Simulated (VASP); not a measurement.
# InSe (P6_3/mmc) in VASP: single point with LDA

Aim: the single point of InSe with LDA.

All numbers are computed with VASP 6.6.1; they aren't measurements. Logs are shortened: lines on timing, memory, paths and dates and some standing lists are left out, and cuts for length are marked.

## (1) The cell of the first run

The structure is hexagonal, space group P6_3/mmc (No. 194). Conventional cell: a = 4.050 Å, b = 4.050 Å, c = 16.930 Å, α = 90.00°, β = 90.00°, γ = 120.00°. In (site symmetry 3m) has 3 Se at 2.52 Å and 1 In at 3.15 Å within 3.3 Å. Within 3.3 Å of Se (site symmetry 3m) lie 3 In at 2.52 Å.

## (2) Single point, LDA

INCAR reads:

```
ALGO = Normal
EDIFF = 1E-6
ENCUT = 500
GGA = CA
GGA_COMPAT = F
ISIF = 2
ISMEAR = 1
LASPH = T
LCHARG = F
LREAL = F
LWAVE = F
NBANDS = 48
NELM = 120
PREC = Accurate
SIGMA = 0.1
```

KPOINTS reads:

```
k-points
0
Gamma
  12 12 2
```

POSCAR reads:

```
InSe
1.0
    4.0500000000      0.0000000000      0.0000000000
   -2.0250000000      3.5074030000      0.0000000000
    0.0000000000      0.0000000000     16.9300000000
In Se
4 4
Direct
    0.3333333333      0.6666666667      0.1570000000
    0.6666666667      0.3333333333      0.6570000000
    0.3333333333      0.6666666667      0.3430000000
    0.6666666667      0.3333333333      0.8430000000
    0.3333333333      0.6666666667      0.6020000000
    0.6666666667      0.3333333333      0.1020000000
    0.3333333333      0.6666666667      0.8980000000
    0.6666666667      0.3333333333      0.3980000000
```

Potentials or basis: VASP PAW LDA potentials, release 64 (In_d, Se).

Run with:

```sh
cat potpaw_LDA.64/In_d/POTCAR potpaw_LDA.64/Se/POTCAR > POTCAR
mpirun -np 1 vasp_std > vasp.out
```

OUTCAR:

```text
EDIFF = 1E-6
   ENCUT = 500
   GGA = CA
   ISIF = 2
   ISMEAR = 1
   LASPH = T
   LREAL = F
   NELM = 120
   PREC = Accurate

 ion  position               nearest neighbor table
   1  0.333  0.667  0.157-   6 2.52   6 2.52   6 2.52   3 3.15
   2  0.667  0.333  0.657-   5 2.52   5 2.52   5 2.52   4 3.15
   3  0.333  0.667  0.343-   8 2.52   8 2.52   8 2.52   1 3.15
   4  0.667  0.333  0.843-   7 2.52   7 2.52   7 2.52   2 3.15
   5  0.333  0.667  0.602-   2 2.52   2 2.52   2 2.52
   6  0.667  0.333  0.102-   1 2.52   1 2.52   1 2.52
   7  0.333  0.667  0.898-   4 2.52   4 2.52   4 2.52
   8  0.667  0.333  0.398-   3 2.52   3 2.52   3 2.52

  LATTYP: Found a hexagonal cell.
 ALAT       =     4.0500000000
 C/A-ratio  =     4.1802469136

  Lattice vectors:

 A1 = (   4.0500000000,   0.0000000000,   0.0000000000)
 A2 = (  -2.0250000000,   3.5074030000,   0.0000000000)
 A3 = (   0.0000000000,   0.0000000000,  16.9300000000)

Analysis of symmetry for initial positions (statically):
=====================================================================
 Subroutine PRICEL returns:
 Original cell was already a primitive cell.

 Routine SETGRP: Setting up the symmetry group for a
 hexagonal supercell.

 Subroutine GETGRP returns: Found 24 space group operations
 (whereof 12 operations were pure point group operations)
 out of a pool of 24 trial point group operations.

The static configuration has the point symmetry D_3d.
 The point group associated with its full space group is D_6h.

Analysis of symmetry for dynamics (positions and initial velocities):
=====================================================================
 Subroutine PRICEL returns:
 Original cell was already a primitive cell.

 Routine SETGRP: Setting up the symmetry group for a
 hexagonal supercell.

 Subroutine GETGRP returns: Found 24 space group operations
 (whereof 12 operations were pure point group operations)
 out of a pool of 24 trial point group operations.

The dynamic configuration has the point symmetry D_3d.
 The point group associated with its full space group is D_6h.

 Subroutine INISYM returns: Found 24 space group operations
 (whereof 12 operations are pure point group operations),
 and found     1 'primitive' translations

----------------------------------------------------------------------------------------

                                     Primitive cell

  volume of cell :     240.4903
[... 107 lines left out ...]
   ISIF   =      2    stress and relaxation
   ISYM   =      2    0-nonsym 1-usesym 2-fastsym
   POTIM  = 0.5000    time-step for ionic-motion
   TEBEG  =    0.0;   TEEND  =   0.0 temperature during run
   PSTRESS=    0.0 pullay stress
   NELECT =      76.0000    total number of electrons
   NUPDOWN=      -1.0000    fix difference up-down
   EMIN   =  10.00;   EMAX   =-10.00  energy-range for DOS
   EFERMI =   0.00;   METHOD = LEGACY
   ISMEAR =     1;   SIGMA  =   0.10  broadening in eV -4-tet -1-fermi 0-gaus
   EFERMI_NEDOS =   21; number of points for ismear=-14 and -15
   IALGO  =     38    algorithm
   IMIX   =      4    mixing-type and parameters
     AMIX     =   0.40;   BMIX     =  1.00
     AMIX_MAG =   1.60;   BMIX_MAG =  1.00
  volume/ion in A,a.u.               =      30.06       202.86
  Fermi-wavevector in a.u.,A,eV,Ry     =   1.115099  2.107232 16.918111  1.243446
  Thomas-Fermi vector in A             =   2.251701
   LORBIT       =      0    0 simple, 1 ext, 2 COOP (PROOUT), +10 PAW based schemes
   GGA     = CA    functional components
   LHFCALC =     F    Hartree Fock is set to
   AEXX    =    0.0000 exact exchange contribution
   IVDW    =     0    specifies the selected vdW correction
   LEPSILON=     F    determine dielectric tensor
   LRPA    =     F    only Hartree local field effects (RPA)
 non-spin polarized calculation
 Methfessel and Paxton  Order N= 1 SIGMA  =   0.10
  energy-cutoff  :      500.00
  volume of cell :      240.49
 maximum number of plane-waves:      6163
 NGX is ok and might be reduce to    30
   NGX = 15   NGY = 15   NGZ = 61

 number of electron      75.9999998 magnetization

 Free energy of the ion-electron system (eV)
  ---------------------------------------------------
  ext. energy  EPLUGINS =         0.00000000
  ---------------------------------------------------
  free energy    TOTEN  =       -31.71468586 eV

  energy without entropy =      -31.71339744  energy(sigma->0) =      -31.71425639

 E-fermi :   4.1298     XC(G=0):  -9.0435

 val. band max:        4.1098601795   @ k =   0.0833   0.0000   0.0000
 cond. band min:       4.1375686702   @ k =   0.0833   0.0000   0.0000
 fundamental gap:      0.0277084907
 Fermi energy:         4.1297841058

 k-point     1 :       0.0000    0.0000    0.0000
  band No.  band energies     occupation
      1     -11.1493      2.00000
      2     -11.1362      2.00000
      3     -11.0540      2.00000
      4     -11.0340      2.00000
      5     -10.9346      2.00000
      6     -10.9346      2.00000
[... 1213 lines left out ...]
     47       9.1313      0.00000
     48       9.1313      0.00000

 [... further k-points ...]

------------------------ aborting loop because EDIFF is reached ----------------------------------------

  FORCE on cell =-STRESS in cart. coord.  units (eV):
  Direction    XX          YY          ZZ          XY          YZ          ZX
  --------------------------------------------------------------------------------------
  -------------------------------------------------------------------------------------
  Total        8.7775927      8.7775933     -1.8583363      0.0000000     -0.0000000      0.0000000
  in kB       58.4774405     58.4774444    -12.3804733      0.0000000     -0.0000000      0.0000000
  external PRESSURE =      34.8581372 kB  Pullay stress =       0.0000000 kB

 VOLUME and BASIS-vectors are now :
 -----------------------------------------------------------------------------
  energy-cutoff  :      500.00
  volume of cell :      240.49
      direct lattice vectors                 reciprocal lattice vectors
     4.050000000  0.000000000  0.000000000     0.246913580  0.142555617  0.000000000
    -2.025000000  3.507403000  0.000000000     0.000000000  0.285111235  0.000000000
     0.000000000  0.000000000 16.930000000     0.000000000  0.000000000  0.059066745

 POSITION                                       TOTAL-FORCE (eV/Angst)
 -----------------------------------------------------------------------------------
     -0.00000      2.33827      2.65801        -0.000000     -0.000000      2.626435
      2.02500      1.16913     11.12301         0.000000      0.000000      2.626435
     -0.00000      2.33827      5.80699        -0.000000     -0.000000     -2.626435
      2.02500      1.16913     14.27199         0.000000      0.000000     -2.626435
     -0.00000      2.33827     10.19186        -0.000000     -0.000000     -1.666936
      2.02500      1.16913      1.72686        -0.000000      0.000000     -1.666936
     -0.00000      2.33827     15.20314         0.000000     -0.000000      1.666936
      2.02500      1.16913      6.73814         0.000000      0.000000      1.666936
 -----------------------------------------------------------------------------------
    total drift:                               -0.000000     -0.000000      0.000000

  FREE ENERGIE OF THE ION-ELECTRON SYSTEM (eV)
  ---------------------------------------------------
  free  energy   TOTEN  =       -31.7146858643 eV

  energy  without entropy=      -31.7133974370  energy(sigma->0) =      -31.71425639
```

OSZICAR:

```text
N       E                     dE             d eps       ncg     rms          rms(c)
DAV:   1     0.779990011848E+03    0.77999E+03   -0.33164E+04  3648   0.171E+03
DAV:   2     0.882649477676E+02   -0.69173E+03   -0.67022E+03  3656   0.458E+02
DAV:   3    -0.251049609852E+02   -0.11337E+03   -0.11051E+03  4424   0.195E+02
DAV:   4    -0.325404637689E+02   -0.74355E+01   -0.73873E+01  4464   0.500E+01
DAV:   5    -0.328160788912E+02   -0.27562E+00   -0.27545E+00  4576   0.987E+00    0.126E+01
DAV:   6    -0.318528604046E+02    0.96322E+00   -0.14834E+00  4856   0.151E+01    0.668E+00
DAV:   7    -0.317262975502E+02    0.12656E+00   -0.10785E+00  5408   0.675E+00    0.146E+00
DAV:   8    -0.317151406731E+02    0.11157E-01   -0.15608E-01  5456   0.411E+00    0.109E+00
DAV:   9    -0.317161780775E+02   -0.10374E-02   -0.21197E-02  5096   0.643E-01    0.556E-01
DAV:  10    -0.317146815218E+02    0.14966E-02   -0.53698E-03  4816   0.103E+00    0.342E-01
DAV:  11    -0.317146898942E+02   -0.83724E-05   -0.10903E-03  4752   0.193E-01    0.643E-02
DAV:  12    -0.317146863392E+02    0.35550E-05   -0.52471E-05  5792   0.475E-02    0.587E-02
DAV:  13    -0.317146858643E+02    0.47488E-06   -0.26682E-06  3584   0.879E-03
   1 F= -.31714686E+02 E0= -.31714256E+02  d E =-.128843E-02
```

Run time: 13 min. Hardware: 1 thread of Intel Xeon 8259CL, shared host; peak memory 0.46 GiB.

Results:

```
Free energy            : -31.7147 eV
Pressure               : 3.5 GPa
Largest force          : 2.626 eV/Å
Band gap on the k mesh : zero (band 38 reaches 4.11 eV, above the bottom of band 39 at 4.01 eV)
```

Forces in eV/Å, atoms in the order of the input:
```
In   0.000  0.000  2.626
In   0.000  0.000  2.626
In   0.000  0.000 -2.626
In   0.000  0.000 -2.626
Se   0.000  0.000 -1.667
Se   0.000  0.000 -1.667
Se   0.000  0.000  1.667
Se   0.000  0.000  1.667
```

Caveat: spin-orbit coupling is left out, which moves the levels of the heavy elements; forces of over 1 eV/Å act on the atoms, so gaps and moduli don't describe the material at rest.
